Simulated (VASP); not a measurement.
Set up this calculation in VASP 6.6.1, as the native input.

- Task: single point
- Functional: PBE
- Potentials or basis: VASP PAW PBE potentials, release 64 (C, O)
- Cutoff: 520 eV
- k mesh: 6 × 3 × 1
- Occupations: gaussian, width 0.1 eV
- Spin: no spin polarisation
- Dipole correction: yes
- Further INCAR settings: ALGO = Normal; EDIFF = 1e-06; NBANDS = 39

The structure of C12O lies in POSCAR:

```
C12O
1.0
    4.9326910638      0.0000000000      0.0000000000
   -1.2331727659      8.7858796652      0.0000000000
    0.0000000000      0.0000000000     20.2907138818
C O
12 1
Direct
    0.0197005045      0.0788020181      0.1971345130
    0.5197005045      0.0788020181      0.1971345130
    0.2746256306      0.0985025226      0.2311704222
    0.7746256306      0.0985025226      0.2311704222
    0.2844758829      0.1379035317      0.2992422405
    0.7844758829      0.1379035317      0.2992422405
    0.0392966979      0.1571967124      0.3324023561
    0.5392966979      0.1571967124      0.3324023561
    0.0496769462      0.1987212371      0.4035397332
    0.5496769462      0.1987212371      0.4035397332
    0.3040736101      0.2163107364      0.4332382751
    0.8040736101      0.2163107364      0.4332382751
    0.3040736101      0.7163107364      0.3207221868
```

One way to write it, as run:

INCAR

```
SYSTEM = C12O
PREC = Accurate ; ENCUT = 520
EDIFF = 1E-6 ; ISMEAR = 0
SIGMA = 0.1 ; LREAL = .FALSE.
LASPH = .TRUE. ; NELM = 100
ALGO = Normal ; ISIF = 2
LWAVE = .FALSE. ; LCHARG = .FALSE.
LDIPOL = .TRUE. ; IDIPOL = 3
DIPOL = 0.5 0.5 0.316 ; GGA = PE
NBANDS = 39
```

KPOINTS

```
regular mesh
0
G
  6 3 1
  0 0 0
```

Potentials or basis: VASP PAW PBE potentials, release 64 (C, O).

Run with:

```bash
$ cat potpaw_PBE.64/C/POTCAR potpaw_PBE.64/O/POTCAR > POTCAR
$ mpirun -np 1 vasp_std > vasp.out
```

Results of the run:

```
Largest force          : 3.593 eV/Å
Band gap on the k mesh : zero (bands 27 and 28 overlap by 0.01 eV)
```

Wall time 23 min on 1 thread of Intel Xeon 8259CL, with other jobs on the host, peak memory 0.96 GiB.
